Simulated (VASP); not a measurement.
# Na (P6_3/mmc) in VASP: a series of runs, part 2 of 2

VASP 6.6.1. The steps go on from the part before.

**3. Single point, PBEsol (38.57 Å³/atom)**

This run uses another cell than the first one, of 38.57 Å³/atom.

The input, INCAR:

```
SYSTEM = Na
  PREC = Accurate
  ENCUT = 520
  EDIFF = 1E-6
  ISMEAR = -1
  SIGMA = 0.05
  LREAL = .FALSE.
  LASPH = .TRUE.
  NELM = 80
  ALGO = Normal
  ISIF = 2
  LWAVE = .FALSE.
  LCHARG = .FALSE.
  GGA = PS
  NBANDS = 14
```

The input, KPOINTS:

```
regular mesh
0
G
  13 13 7
  0 0 0
```

The input, POSCAR:

```
Na
1.0
    3.7919487511      0.0000000000      0.0000000000
   -1.8959743756      3.2839239483      0.0000000000
    0.0000000000      0.0000000000      6.1947561546
Na
2
Direct
    0.3333333333      0.6666666667      0.2500000000
    0.6666666667      0.3333333333      0.7500000000
```

Potentials or basis: VASP PAW PBE potentials, release 64 (Na_pv).

Started as:

```sh
$ cat potpaw_PBE.64/Na_pv/POTCAR > POTCAR
$ mpirun -np 1 vasp_std > vasp.out
```

OUTCAR:

```text
SYSTEM = Na
   PREC = Accurate
   ENCUT = 520
   EDIFF = 1E-6
   ISMEAR = -1
   LREAL = .FALSE.
   LASPH = .TRUE.
   NELM = 80
   ISIF = 2
   GGA = PS

 ion  position               nearest neighbor table
   1  0.333  0.667  0.250-
   2  0.667  0.333  0.750-

  LATTYP: Found a hexagonal cell.
 ALAT       =     3.7919487511
 C/A-ratio  =     1.6336603054

  Lattice vectors:

 A1 = (   3.7919487511,   0.0000000000,   0.0000000000)
 A2 = (  -1.8959743756,   3.2839239483,   0.0000000000)
[... 585 lines left out ...]
      9       2.4172      0.00000
     10       6.8180      0.00000
     11       8.6333      0.00000
     12       8.7348      0.00000
     13       9.5247      0.00000
     14      10.4937      0.00000

 [... further k-points ...]
[... 5 lines left out ...]
  --------------------------------------------------------------------------------------
  -------------------------------------------------------------------------------------
  Total       -0.2015073     -0.2015073     -0.1460394      0.0000000     -0.0000000      0.0000000
  in kB       -4.1852511     -4.1852511     -3.0331985      0.0000000     -0.0000000      0.0000000
  external PRESSURE =      -3.8012336 kB  Pullay stress =       0.0000000 kB

 VOLUME and BASIS-vectors are now :
 -----------------------------------------------------------------------------
  energy-cutoff  :      520.00
  volume of cell :       77.14
      direct lattice vectors                 reciprocal lattice vectors
     3.791948751  0.000000000  0.000000000     0.263716644  0.152256876  0.000000000
    -1.895974376  3.283923948  0.000000000     0.000000000  0.304513751  0.000000000
     0.000000000  0.000000000  6.194756155     0.000000000  0.000000000  0.161426854

 POSITION                                       TOTAL-FORCE (eV/Angst)
 -----------------------------------------------------------------------------------
     -0.00000      2.18928      1.54869         0.000000     -0.000000     -0.000000
      1.89597      1.09464      4.64607        -0.000000      0.000000      0.000000
 -----------------------------------------------------------------------------------
    total drift:                               -0.000000      0.000000      0.000000

  FREE ENERGIE OF THE ION-ELECTRON SYSTEM (eV)
  ---------------------------------------------------
  free  energy   TOTEN  =        -2.7964201540 eV

  energy  without entropy=       -2.7884280672  energy(sigma->0) =       -2.79242411
```

OSZICAR:

```text
N       E                     dE             d eps       ncg     rms          rms(c)
DAV:   1     0.998204730076E+02    0.99820E+02   -0.76606E+03  2352   0.957E+02
DAV:   2     0.120039663477E+01   -0.98620E+02   -0.97533E+02  2484   0.274E+02
DAV:   3    -0.274318640511E+01   -0.39436E+01   -0.39404E+01  2922   0.632E+01
DAV:   4    -0.279913738771E+01   -0.55951E-01   -0.55949E-01  2658   0.811E+00
DAV:   5    -0.280040198922E+01   -0.12646E-02   -0.12646E-02  2988   0.124E+00    0.324E-01
DAV:   6    -0.279734437333E+01    0.30576E-02   -0.46974E-03  2898   0.105E+00    0.198E-01
DAV:   7    -0.279651074380E+01    0.83363E-03   -0.42947E-03  2940   0.874E-01    0.654E-02
DAV:   8    -0.279641952232E+01    0.91221E-04   -0.47282E-04  3024   0.386E-01    0.426E-03
DAV:   9    -0.279642015400E+01   -0.63168E-06   -0.54408E-06  2730   0.297E-02
   1 F= -.27964202E+01 E0= -.27924241E+01  d E =-.799209E-02
```

stdout:

```text
POSCAR found type information on POSCAR Na
 POSCAR found :  1 types and       2 ions
 scaLAPACK will be used
 -----------------------------------------------------------------------------
|                                                                             |
|                                                                             |
|     You enforced a specific xc type in the INCAR file but a different       |
|     I HOPE YOU KNOW WHAT YOU ARE DOING!                                     |
|                                                                             |
 -----------------------------------------------------------------------------

 LDA part: xc-table for (Slater+PW92), standard interpolation
 POSCAR, INCAR and KPOINTS ok, starting setup
 FFT: planning ... GRIDC
 FFT: planning ... GRID_SOFT
 FFT: planning ... GRID
 WAVECAR not read
 entering main loop
```

It took 18 s on 1 thread of Intel Xeon 6975P-C (Granite Rapids), shared host; peak memory 0.21 GiB.

What came out:

- Free energy: -2.7964 eV
- Pressure: -0.4 GPa
- Band gap on the k mesh: zero (bands 7 and 8 overlap by 3.29 eV)

Caveat: the PAW data sets were made with another functional, which shifts forces and pressure a little.

**4. Single point, PBEsol (zz strain of +2 %)**

The input, INCAR:

```
PREC     = Accurate       # precision mode
ENCUT    = 520            # plane-wave cutoff, eV
EDIFF    = 1E-6           # SCF threshold, eV
ISMEAR   = -1             # smearing method
SIGMA    = 0.05           # smearing width, eV
LREAL    = F              # projectors in reciprocal space
LASPH    = T              # aspherical terms in the spheres
NELM     = 80             # most SCF steps
ALGO     = Normal         # electronic algorithm
ISIF     = 2              # what is computed and relaxed
LWAVE    = F              # write WAVECAR
LCHARG   = T              # write CHGCAR
GGA      = PS             # functional
LELF     = T              # ELF
LVHAR    = T            
NBANDS   = 14             # bands
```

The input, KPOINTS:

```
Automatic mesh
0
Gamma
  13 13 7
```

The input, POSCAR:

```
Na
1.0
    3.7670009976      0.0000000000      0.0000000000
   -1.8835004988      3.2623185600      0.0000000000
    0.0000000000      0.0000000000      6.2770800000
Na
2
Direct
    0.3333333333      0.6666666667      0.2500000000
    0.6666666667      0.3333333333      0.7500000000
```

Started as:

```sh
$ cat potpaw_PBE.64/Na_pv/POTCAR > POTCAR
$ mpirun -np 1 vasp_std > vasp.out
```

It took 19 s on 1 thread of Intel Xeon 6975P-C (Granite Rapids), shared host; peak memory 0.21 GiB.

The run converged. Its results:

```yaml
Free_energy: -2.7966 eV
Pressure: -0.4 GPa
Band_gap_on_the_k_mesh: zero (bands 7 and 8 overlap by 3.36 eV)
```

Stress tensor (GPa, compression positive):
```
-0.36  0.00  0.00
 0.00 -0.36  0.00
 0.00  0.00 -0.44
```

Levels at points of the mesh, in eV from the Fermi level:
| k point | band 3 | band 4 | band 5 | band 6 | band 7 | band 8 | band 9 | band 10 | band 11 | band 12 |
| --- | --- | --- | --- | --- | --- | --- | --- | --- | --- | --- |
| (0.00, 0.00, 0.00) | -24.81 | -24.81 | -24.81 | -24.81 | -3.19 | 0.46 | 0.81 | 9.92 | 9.92 | 10.21 |

Caveat: the cell differs from its parent crystal (zz strain of +2 %); the PAW data sets were made with another functional, which shifts forces and pressure a little.

**5. Summary**

| cell | gap on the mesh (eV) | pressure (GPa) |
| --- | --- | --- |
| a = 3.767, b = 3.767, c = 6.216 Å, angles 90.0, 90.0, 120.0°, 2 atoms | none | -0.3 |
| a = 3.792, b = 3.792, c = 6.195 Å, angles 90.0, 90.0, 120.0°, 2 atoms | none | -0.4 |
| a = 3.767, b = 3.767, c = 6.277 Å, angles 90.0, 90.0, 120.0°, 2 atoms | none | -0.4 |

Alike in all rows: task single point; level PBEsol; potentials or basis VASP PAW PBE potentials, release 64 (Na_pv); no spin polarisation; k mesh 13 × 13 × 7; cutoff (eV) 520; smearing fermi-dirac 0.05 eV.

Caveats: the PAW data sets were made with another functional, which shifts forces and pressure a little.

Absolute energies hang on the potentials; compare differences alone.
